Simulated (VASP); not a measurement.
A run of VASP 6.6.1 is set up as follows.

POSCAR

```
Ba
1.0
    0.0000000000      3.7920592710      3.7920592710
    3.7920592710      0.0000000000      3.7920592710
    3.7920592710      3.7920592710      0.0000000000
Ba
2
Direct
    0.1250000000      0.1250000000      0.1250000000
    0.8750000000      0.8750000000      0.8750000000
```

The input INCAR.step1:

```
SYSTEM = Ba
  PREC = Accurate
  ENCUT = 520
  ISMEAR = -1
  SIGMA = 0.1
  LREAL = .False.
  LASPH = .True.
  NELM = 150
  MAGMOM = 0 0 0 0 0 0
  LSORBIT = .True.
  GGA_COMPAT = .False.
  NBANDS = 32
  GGA = PE
  ALGO = Normal
  EDIFF = 1E-4
  LWAVE = .True.
  LCHARG = .False.
```

INCAR.step2

```
SYSTEM = Ba
  PREC = Accurate
  ENCUT = 520
  EDIFF = 1E-7
  ISMEAR = -1
  SIGMA = 0.1
  LREAL = .False.
  LASPH = .True.
  NELM = 150
  ALGO = Normal
  ISIF = 2
  LWAVE = .False.
  LCHARG = .False.
  MAGMOM = 0 0 0 0 0 0
  LORBIT = 11
  LSORBIT = .True.
  GGA_COMPAT = .False.
  LORBMOM = .True.
  METAGGA = R2SCAN
  LMIXTAU = .True.
  NBANDS = 32
  ISTART = 1
```

Contents of KPOINTS:

```
regular mesh
0
Gamma
  7 7 7
  0 0 0
```

Potentials or basis: VASP PAW PBE potentials, release 64 (Ba_sv).

Run with:

```console
$ cat potpaw_PBE.64/Ba_sv/POTCAR > POTCAR
$ cp INCAR.step1 INCAR
$ mpirun -np 1 vasp_ncl > vasp.out
$ cp INCAR.step2 INCAR
$ mpirun -np 1 vasp_ncl > vasp.out
```

Task: Predict the pressure.

Result: 0.5 GPa.

Task: Estimate the net moment.

Result: 0.00 μB per cell.

Moments on the atoms (μB; x, y, z):
```
Ba  0.00 0.00 0.00
Ba  0.00 0.00 0.00
```

Caveat: the PAW data sets were made with another functional, which shifts forces and pressure a little.
